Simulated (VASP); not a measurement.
# Te2Mo (P6_3/mmc) in VASP: further runs

Runs on Te2Mo. Level: PBE. Tasks: relaxation of cell and atoms.

Everything below comes from runs of VASP 6.6.1. Logs are shortened: lines on timing, memory, paths and dates and some standing lists are left out, and cuts for length are marked.

### 1 The cell of the first run

Symmetry: P6_3/mmc, No. 194, hexagonal system. Conventional cell: a = 3.518 Å, b = 3.518 Å, c = 13.974 Å, α = 90.00°, β = 90.00°, γ = 120.00°. Within 3.7 Å of Te (site symmetry 3m) lie 3 Mo at 2.72 Å and 7 Te at 3.52 to 3.61 Å. Mo (site symmetry -6m2) has 6 Te at 2.72 Å and 6 Mo at 3.52 Å within 3.6 Å.

### 2 Relaxation of cell and atoms, PBE

Contents of INCAR:

```
PREC     = Accurate       # precision mode
ENCUT    = 600            # plane-wave cutoff, eV
EDIFF    = 1E-7           # SCF threshold, eV
ISMEAR   = 0              # smearing method
SIGMA    = 0.02           # smearing width, eV
LREAL    = False          # projectors in reciprocal space
LASPH    = True           # aspherical terms in the spheres
NELM     = 60             # most SCF steps
ALGO     = Normal         # electronic algorithm
ISIF     = 3              # what is computed and relaxed
LWAVE    = False          # write WAVECAR
LCHARG   = False          # write CHGCAR
GGA      = PE             # functional
IBRION   = 2              # ionic algorithm
NSW      = 100            # ionic steps
EDIFFG   = -0.005         # ionic threshold
```

Contents of KPOINTS:

```
Automatic mesh
0
Gamma
  12 12 2
```

Contents of POSCAR:

```
Te2Mo
1.0
    3.5181997508      0.0000000000      0.0000000000
   -1.7590998754      3.0468503597      0.0000000000
    0.0000000000      0.0000000000     13.9736000000
Te Mo
4 2
Direct
    0.3333333333      0.6666666667      0.6210000000
    0.6666666667      0.3333333333      0.1210000000
    0.3333333333      0.6666666667      0.8790000000
    0.6666666667      0.3333333333      0.3790000000
    0.3333333333      0.6666666667      0.2500000000
    0.6666666667      0.3333333333      0.7500000000
```

Potentials or basis: VASP PAW PBE potentials, release 64 (Te, Mo_sv).

Launch:

```sh
$ cat potpaw_PBE.64/Te/POTCAR potpaw_PBE.64/Mo_sv/POTCAR > POTCAR
$ mpirun -np 1 vasp_std > vasp.out
```

OUTCAR:

```text
PREC = Accurate
   ENCUT = 600
   EDIFF = 1E-7
   ISMEAR = 0
   LREAL = False
   LASPH = True
   NELM = 60
   ISIF = 3
   GGA = PE
   IBRION = 2
   NSW = 100
   EDIFFG = -0.005

 ion  position               nearest neighbor table
   1  0.333  0.667  0.621-   6 2.72   6 2.72   6 2.72   3 3.61
   2  0.667  0.333  0.121-   5 2.72   5 2.72   5 2.72   4 3.61
   3  0.333  0.667  0.879-   6 2.72   6 2.72   6 2.72   1 3.61
   4  0.667  0.333  0.379-   5 2.72   5 2.72   5 2.72   2 3.61
   5  0.333  0.667  0.250-   2 2.72   4 2.72   2 2.72   4 2.72   2 2.72   4 2.72
   6  0.667  0.333  0.750-   1 2.72   3 2.72   1 2.72   3 2.72   1 2.72   3 2.72

  LATTYP: Found a hexagonal cell.
 ALAT       =     3.5181997508
 C/A-ratio  =     3.9718040446

  Lattice vectors:

 A1 = (   3.5181997508,   0.0000000000,   0.0000000000)
 A2 = (  -1.7590998754,   3.0468503597,   0.0000000000)
 A3 = (   0.0000000000,   0.0000000000,  13.9736000000)

Analysis of symmetry for initial positions (statically):
=====================================================================
 Subroutine PRICEL returns:
 Original cell was already a primitive cell.

 Routine SETGRP: Setting up the symmetry group for a
 hexagonal supercell.

 Subroutine GETGRP returns: Found 24 space group operations
 (whereof 12 operations were pure point group operations)
 out of a pool of 24 trial point group operations.

The static configuration has the point symmetry D_3d.
 The point group associated with its full space group is D_6h.

Analysis of symmetry for dynamics (positions and initial velocities):
=====================================================================
 Subroutine PRICEL returns:
 Original cell was already a primitive cell.

 Routine SETGRP: Setting up the symmetry group for a
 hexagonal supercell.

 Subroutine GETGRP returns: Found 24 space group operations
 (whereof 12 operations were pure point group operations)
 out of a pool of 24 trial point group operations.

The dynamic configuration has the point symmetry D_3d.
 The point group associated with its full space group is D_6h.

 Subroutine INISYM returns: Found 24 space group operations
 (whereof 12 operations are pure point group operations),
 and found     1 'primitive' translations

----------------------------------------------------------------------------------------

                                     Primitive cell

  volume of cell :     149.7890

  direct lattice vectors                    reciprocal lattice vectors
     3.518199751  0.000000000  0.000000000     0.284236277  0.164103891  0.000000000
    -1.759099875  3.046850360  0.000000000     0.000000000  0.328207782  0.000000000
     0.000000000  0.000000000 13.973600000     0.000000000  0.000000000  0.071563520

  length of vectors
     3.518199751  3.518199751 13.973600000     0.328207782  0.328207782  0.071563520

  position of ions in fractional coordinates (direct lattice)
     0.333333333  0.666666667  0.621000000
     0.666666667  0.333333333  0.121000000
     0.333333333  0.666666667  0.879000000
     0.666666667  0.333333333  0.379000000
     0.333333333  0.666666667  0.250000000
     0.666666667  0.333333333  0.750000000

  ion indices of the primitive-cell ions
   primitive index   ion index
                 1           1
                 2           2
                 3           3
                 4           4
                 5           5
                 6           6

----------------------------------------------------------------------------------------

 KPOINTS: Automatic mesh

Automatic generation of k-mesh.
 Grid dimensions read from file:
 generate k-points for:   12   12    2

 Generating k-lattice:

  Cartesian coordinates                     Fractional coordinates (reciprocal lattice)
     0.023686356  0.013675324  0.000000000     0.083333333  0.000000000  0.000000000
     0.000000000  0.027350649  0.000000000     0.000000000  0.083333333  0.000000000
     0.000000000  0.000000000  0.035781760     0.000000000  0.000000000  0.500000000

  Length of vectors
     0.027350649  0.027350649  0.035781760

  Shift w.r.t. Gamma in fractional coordinates (k-lattice)
     0.000000000  0.000000000  0.000000000

 Subroutine IBZKPT returns following result:
 ===========================================

 Found     38 irreducible k-points:

 Following reciprocal coordinates:
            Coordinates               Weight
  0.000000  0.000000  0.000000      1.000000
  0.083333 -0.000000  0.000000      6.000000
  0.166667  0.000000  0.000000      6.000000
  0.250000 -0.000000  0.000000      6.000000
  0.333333 -0.000000  0.000000      6.000000
  0.416667 -0.000000  0.000000      6.000000
[... 16 lines left out ...]
  0.250000 -0.000000  0.500000      6.000000
  0.333333 -0.000000  0.500000      6.000000
 [... further k-points ...]
   k-points           NKPTS =     38   k-points in BZ     NKDIM =     38   number of bands    NBANDS=     31
   number of dos      NEDOS =    301   number of ions     NIONS =      6
   total plane-waves  NPLWV =  87808
   dimension x,y,z NGX =    28 NGY =   28 NGZ =  112
   dimension x,y,z NGXF=    56 NGYF=   56 NGZF=  224
   ions per type =               4   2
   NGX,Y,Z   is equivalent  to a cutoff of  13.23, 13.23, 13.32 a.u.
   NGXF,Y,Z  is equivalent  to a cutoff of  26.46, 26.46, 26.65 a.u.
 SYSTEM =  unknown system
   PREC   = accura    normal or accurate (medium, high low for compatibility)
   ISTART =      0    job   : 0-new  1-cont  2-samecut
   ICHARG =      2    charge: 1-file 2-atom 10-const
   ISPIN  =      1    spin polarized calculation?
   LNONCOLLINEAR =      F non collinear calculations
   LSORBIT =      F    spin-orbit coupling
   LASPH  =      T    aspherical Exc in radial PAW
   ENCUT  =  600.0 eV  44.10 Ry    6.64 a.u.   7.03  7.03 27.91*2*pi/ulx,y,z
   NELM   =     60;   NELMIN=  2; NELMDL= -5     # of ELM steps
   EDIFF  = 0.1E-06   stopping-criterion for ELM
   LREAL  =      F    real-space projection
   EDIFFG = -.5E-02   stopping-criterion for IOM
   NSW    =    100    number of steps for IOM
   IBRION =      2    ionic relax: 0-MD 1-quasi-New 2-CG
   NFREE  =      1    steps in history (QN), initial steepest desc. (CG)
   ISIF   =      3    stress and relaxation
   ISYM   =      2    0-nonsym 1-usesym 2-fastsym
   POTIM  = 0.5000    time-step for ionic-motion
   TEBEG  =    0.0;   TEEND  =   0.0 temperature during run
   PSTRESS=    0.0 pullay stress
   NELECT =      52.0000    total number of electrons
   NUPDOWN=      -1.0000    fix difference up-down
   EMIN   =  10.00;   EMAX   =-10.00  energy-range for DOS
   EFERMI =   0.00;   METHOD = LEGACY
   ISMEAR =     0;   SIGMA  =   0.02  broadening in eV -4-tet -1-fermi 0-gaus
   EFERMI_NEDOS =   21; number of points for ismear=-14 and -15
   IALGO  =     38    algorithm
   IMIX   =      4    mixing-type and parameters
     AMIX     =   0.40;   BMIX     =  1.00
     AMIX_MAG =   1.60;   BMIX_MAG =  1.00
  volume/ion in A,a.u.               =      24.96       168.47
  Fermi-wavevector in a.u.,A,eV,Ry     =   1.150578  2.174277 18.011789  1.323829
  Thomas-Fermi vector in A             =   2.287241
   LORBIT       =      0    0 simple, 1 ext, 2 COOP (PROOUT), +10 PAW based schemes
   GGA     = PE    functional components
   LHFCALC =     F    Hartree Fock is set to
   AEXX    =    0.0000 exact exchange contribution
   IVDW    =     0    specifies the selected vdW correction
   LEPSILON=     F    determine dielectric tensor
   LRPA    =     F    only Hartree local field effects (RPA)
 conjugate gradient relaxation of ions
 non-spin polarized calculation
 Gauss-broadening in eV      SIGMA  =   0.02
  energy-cutoff  :      600.00
  volume of cell :      149.79
 maximum number of plane-waves:      5028
   NGX = 15   NGY = 15   NGZ = 55

--------------------------------------- Ionic step        1  -------------------------------------------

 number of electron      52.0000001 magnetization

 Free energy of the ion-electron system (eV)
  ---------------------------------------------------
  ext. energy  EPLUGINS =         0.00000000
  ---------------------------------------------------
  free energy    TOTEN  =       -35.98701534 eV

  energy without entropy =      -35.98701534  energy(sigma->0) =      -35.98701534

------------------------ aborting loop because EDIFF is reached ----------------------------------------

  FORCE on cell =-STRESS in cart. coord.  units (eV):
  Direction    XX          YY          ZZ          XY          YZ          ZX
  --------------------------------------------------------------------------------------
  -------------------------------------------------------------------------------------
  Total        2.4874395      2.4874395      3.2032918      0.0000000      0.0000000      0.0000000
  in kB       26.6062208     26.6062208     34.2631393      0.0000000      0.0000000      0.0000000
  external PRESSURE =      29.1585270 kB  Pullay stress =       0.0000000 kB
[... 101 lines left out ...]
  FREE ENERGIE OF THE ION-ELECTRON SYSTEM (eV)
  ---------------------------------------------------
  free  energy   TOTEN  =       -36.0226700713 eV

  energy  without entropy=      -36.0226700713  energy(sigma->0) =      -36.02267007

 E-fermi :   7.4769     XC(G=0): -10.1137

 val. band max:        7.3541795453   @ k =   0.0000   0.0000   0.0000
 cond. band min:       8.2384743990   @ k =   0.2500   0.1667   0.0000
 fundamental gap:      0.8842948537
 Fermi energy:         7.4768982782

 k-point     1 :       0.0000    0.0000    0.0000
  band No.  band energies     occupation
      1     -53.4344      2.00000
      2     -53.4344      2.00000
      3     -27.5758      2.00000
      4     -27.5757      2.00000
      5     -27.4799      2.00000
      6     -27.4799      2.00000
[... 805 lines left out ...]
     30       8.9532      0.00000
     31      10.0497      0.00000

 [... further k-points ...]

[... ionic steps 4 to 31 ...]

--------------------------------------- Ionic step       32  -------------------------------------------

 number of electron      51.9999998 magnetization

------------------------ aborting loop because EDIFF is reached ----------------------------------------
[... 75 lines left out ...]
--------------------------------------- Ionic step       34  -------------------------------------------

 number of electron      51.9999999 magnetization

 Free energy of the ion-electron system (eV)
  ---------------------------------------------------
  ext. energy  EPLUGINS =         0.00000000
  ---------------------------------------------------
  free energy    TOTEN  =       -36.07154461 eV

  energy without entropy =      -36.07154461  energy(sigma->0) =      -36.07154461

 E-fermi :   6.8812     XC(G=0):  -9.7583

 val. band max:        6.6865309348   @ k =   0.3333   0.3333   0.0000
 cond. band min:       7.6942320034   @ k =   0.2500   0.1667   0.0000
 fundamental gap:      1.0077010686
 Fermi energy:         6.8812269504

 k-point     1 :       0.0000    0.0000    0.0000
  band No.  band energies     occupation
      1     -54.0474      2.00000
      2     -54.0474      2.00000
      3     -28.1930      2.00000
      4     -28.1930      2.00000
      5     -28.0893      2.00000
      6     -28.0893      2.00000
[... 805 lines left out ...]
     30       8.3632      0.00000
     31       9.3519      0.00000

 [... further k-points ...]

------------------------ aborting loop because EDIFF is reached ----------------------------------------

  FORCE on cell =-STRESS in cart. coord.  units (eV):
  Direction    XX          YY          ZZ          XY          YZ          ZX
  --------------------------------------------------------------------------------------
  -------------------------------------------------------------------------------------
  Total        0.0028105      0.0028105     -0.0269752      0.0000000     -0.0000000     -0.0000000
  in kB        0.0269287      0.0269287     -0.2584619      0.0000000     -0.0000000     -0.0000000
  external PRESSURE =      -0.0682015 kB  Pullay stress =       0.0000000 kB
[... 21 lines left out ...]
  FREE ENERGIE OF THE ION-ELECTRON SYSTEM (eV)
  ---------------------------------------------------
  free  energy   TOTEN  =       -36.0715446090 eV

  energy  without entropy=      -36.0715446090  energy(sigma->0) =      -36.07154461

 reached required accuracy - stopping structural energy minimisation
```

It took 65 min on 1 thread of Intel Xeon Platinum 8488C (Sapphire Rapids), shared host; peak memory 0.43 GiB.

What came out:

```
Free energy                           : -36.0715 eV
Relaxed volume                        : 27.87 Å³/atom
Relaxed cell                          : a = 3.555 Å, b = 3.555 Å, c = 15.279 Å, α = 90.00°, β = 90.00°, γ = 120.00°
Space group after relaxing (to 0.1 Å) : P6_3/mmc (No. 194)
Energy gained by relaxing             : 14.1 meV/atom
Ionic steps                           : 34
Pressure after relaxing               : 0.0 GPa
Largest force after relaxing          : 0.003 eV/Å
Band gap on the k mesh                : 1.01 eV (least direct gap 1.04 eV)
```

Forces on the atoms (eV/Å):
```
Te   0.000  0.000  0.003
Te   0.000  0.000  0.003
Te   0.000  0.000 -0.003
Te   0.000  0.000 -0.003
Mo   0.000  0.000  0.000
Mo   0.000  0.000  0.000
```

Step by step:
| step | energy change (eV) | largest force (eV/Å) | pressure (GPa) | volume (Å³) |
| --- | --- | --- | --- | --- |
| 1 | 0.0000 | 0.1880 | 2.92 | 149.79 |
| 2 | 0.0480 | 0.7921 | -3.58 | 159.85 |
| 3 | -0.0357 | 0.2243 | 0.12 | 153.65 |
| 4 | -0.0432 | 0.1676 | 0.05 | 154.60 |
| 5 | -0.0492 | 0.0526 | -0.06 | 156.48 |
| 6 | -0.0556 | 0.0434 | -0.03 | 157.04 |
| 7 | -0.0697 | 0.0136 | 0.12 | 158.71 |
| 8 | -0.0804 | 0.0494 | 0.58 | 161.98 |
| 9 | -0.0765 | 0.2176 | -0.98 | 165.95 |
| 10 | -0.0825 | 0.0501 | -0.02 | 163.45 |
| 11 | -0.0832 | 0.0288 | -0.07 | 164.03 |
| 12 | -0.0832 | 0.0218 | -0.08 | 164.24 |
| 13 | -0.0832 | 0.0246 | 0.17 | 163.99 |
| 14 | -0.0833 | 0.0026 | 0.05 | 164.11 |
| 15 | -0.0835 | 0.0022 | 0.07 | 164.17 |
| 16 | -0.0836 | 0.0084 | 0.10 | 164.26 |
| 17 | -0.0837 | 0.0230 | 0.02 | 164.51 |
| 18 | -0.0837 | 0.0334 | -0.04 | 164.69 |
| 19 | -0.0838 | 0.0283 | -0.04 | 164.83 |
| 20 | -0.0841 | 0.0128 | -0.04 | 165.26 |
| 21 | -0.0839 | 0.0184 | -0.04 | 166.13 |
| 22 | -0.0841 | 0.0017 | -0.04 | 165.57 |
| 23 | -0.0842 | 0.0063 | 0.02 | 165.62 |
| 24 | -0.0842 | 0.0159 | 0.08 | 165.68 |
| 25 | -0.0843 | 0.0104 | 0.06 | 165.78 |
| 26 | -0.0844 | 0.0061 | 0.01 | 166.07 |
| 27 | -0.0844 | 0.0105 | 0.00 | 166.15 |
| 28 | -0.0844 | 0.0099 | 0.00 | 166.21 |
| 29 | -0.0845 | 0.0080 | 0.01 | 166.40 |
| 30 | -0.0845 | 0.0042 | 0.02 | 166.78 |
| 31 | -0.0845 | 0.0040 | 0.04 | 167.54 |
| 32 | -0.0845 | 0.0005 | 0.03 | 167.10 |
| 33 | -0.0845 | 0.0066 | -0.04 | 167.34 |
| 34 | -0.0845 | 0.0034 | -0.01 | 167.22 |

Final structure:
```xyz
6
Lattice="3.5549 0.0000 0.0000 -1.7774 3.0786 0.0000 0.0000 0.0000 15.2791" Properties=species:S:1:pos:R:3 pbc="T T T"
Te    0.0000    2.0524    9.6495
Te    1.7774    1.0262    2.0099
Te    0.0000    2.0524   13.2692
Te    1.7774    1.0262    5.6297
Mo    0.0000    2.0524    3.8198
Mo    1.7774    1.0262   11.4593
```

Levels at points of the mesh, in eV from the valence-band top:
```tsv
k point	band 24	band 25	band 26	band 27	band 28	band 29
(0.00, 0.00, 0.00)	-0.91	-0.77	-0.13	2.98	2.98	3.02
(0.50, 0.00, 0.00)	-0.78	-0.40	-0.32	1.34	1.36	1.59
(0.00, 0.00, 0.50)	-0.91	-0.28	-0.28	2.99	2.99	2.99
(0.50, 0.00, 0.50)	-0.78	-0.36	-0.36	1.35	1.35	1.68
```

Caveat: spin-orbit coupling is left out, which moves the levels of the heavy elements; this functional lacks dispersion, which binds layers or chains, so the pressure and a relaxed spacing across them are unreliable. Zero-point motion and thermal expansion aren't in these numbers.

### 3 Relaxation of cell and atoms, PBE

This run uses another cell than the first one, of 27.77 Å³/atom.

Contents of INCAR:

```
  PREC = Accurate
  ENCUT = 600
  EDIFF = 1E-6
  ISMEAR = 0
  SIGMA = 0.02
  LREAL = F
  LASPH = T
  NELM = 100
  ALGO = Normal
  ISIF = 3
  LWAVE = F
  LCHARG = F
  GGA = PE
  IBRION = 2
  NSW = 100
  EDIFFG = -0.005
```

Contents of KPOINTS:

```
regular mesh
0
Gamma
  12 12 2
```

Contents of POSCAR:

```
Te2Mo
1.0
    3.5570664894      0.0000000000      0.0000000000
   -1.7785332447      3.0805099428      0.0000000000
    0.0000000000      0.0000000000     15.2047171722
Te Mo
4 2
Direct
    0.3333333333      0.6666666667      0.6310943429
    0.6666666667      0.3333333333      0.1310943429
    0.3333333333      0.6666666667      0.8689056571
    0.6666666667      0.3333333333      0.3689056571
    0.3333333333      0.6666666667      0.2500000000
    0.6666666667      0.3333333333      0.7500000000
```

Potentials or basis: VASP PAW PBE potentials, release 64 (Te, Mo_sv).

Launch:

```sh
$ cat potpaw_PBE.64/Te/POTCAR potpaw_PBE.64/Mo_sv/POTCAR > POTCAR
$ mpirun -np 1 vasp_std > vasp.out
```

It took 4.8 min on 1 thread of Intel Xeon Platinum 8488C (Sapphire Rapids), shared host; peak memory 0.44 GiB.

It converged, with:

```
Free energy                           : -36.0751 eV
Relaxed volume                        : 27.76 Å³/atom
Relaxed cell                          : a = 3.556 Å, b = 3.556 Å, c = 15.213 Å, α = 90.00°, β = 90.00°, γ = 120.00°
Space group after relaxing (to 0.1 Å) : P6_3/mmc (No. 194)
Energy gained by relaxing             : 0.0 meV/atom
Ionic steps                           : 2
Pressure after relaxing               : 0.0 GPa
Band gap on the k mesh                : 1.00 eV (least direct gap 1.03 eV)
```

Forces in eV/Å, atoms in the order of the input:
```
Te   0.000  0.000  0.003
Te   0.000  0.000  0.003
Te   0.000  0.000 -0.003
Te   0.000  0.000 -0.003
Mo   0.000  0.000  0.000
Mo   0.000  0.000  0.000
```

Final structure:
```
CELL_PARAMETERS angstrom
3.55555 0.00000 0.00000
-1.77778 3.07920 0.00000
0.00000 0.00000 15.21333
ATOMIC_POSITIONS crystal
Te 0.33333 0.66667 0.63106
Te 0.66667 0.33333 0.13106
Te 0.33333 0.66667 0.86894
Te 0.66667 0.33333 0.36894
Mo 0.33333 0.66667 0.25000
Mo 0.66667 0.33333 0.75000
```

Levels at points of the mesh, in eV from the valence-band top:
```csv
k point,band 23,band 24,band 25,band 26,band 27,band 28,band 29,band 30
"(0.00, 0.00, 0.00)",-0.91,-0.88,-0.78,-0.12,2.97,2.97,3.02,3.02
"(0.50, 0.00, 0.00)",-0.79,-0.79,-0.41,-0.32,1.34,1.36,1.59,1.76
"(0.00, 0.00, 0.50)",-0.92,-0.92,-0.26,-0.26,2.99,2.99,2.99,2.99
"(0.50, 0.00, 0.50)",-0.78,-0.78,-0.36,-0.36,1.35,1.35,1.68,1.68
```

Caveat: spin-orbit coupling is left out, which moves the levels of the heavy elements; this functional lacks dispersion, which binds layers or chains, so the pressure and a relaxed spacing across them are unreliable.
